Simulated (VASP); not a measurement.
Crystal: I.

```
I
1.0
     3.56083   -2.34613    0.00000
     3.56083    2.34613    0.00000
     0.00000    0.00000    9.59352
I
4
Direct
  0.64930 0.35070 0.38440
  0.14930 0.85070 0.11560
  0.35070 0.64930 0.61560
  0.85070 0.14930 0.88440
```

This cell differs from its parent crystal: volume scaled by 0.94.

Base run:

* Program: VASP 6.6.1
* Functional: PBEsol
* Potentials or basis: VASP PAW PBE potentials, release 64 (I)
* Cutoff: 520 eV
* k mesh: 7 × 7 × 3
* Occupations: fermi-dirac, width 0.05 eV
* Spin: no spin polarisation

Its results: band gap on the k mesh 1.41 eV, indirect (least direct gap 1.54 eV); pressure 1.9 GPa; largest force 1.370 eV/Å.

The run is repeated on the same cell with these changes: functional from PBEsol to PBE. What comes out?

Band gap on the k mesh 1.47 eV, indirect (least direct gap 1.59 eV); pressure 3.8 GPa; largest force 1.452 eV/Å.

PBE binds less tightly than PBEsol, so the same cell stands under more pressure.

Caveats: spin-orbit coupling is left out, which moves the levels of the heavy elements; the PAW data sets were made with another functional, which shifts forces and pressure a little (some runs); forces of over 1 eV/Å act on the atoms, so gaps and moduli don't describe the material at rest (some runs).

A k mesh can miss the band edges.
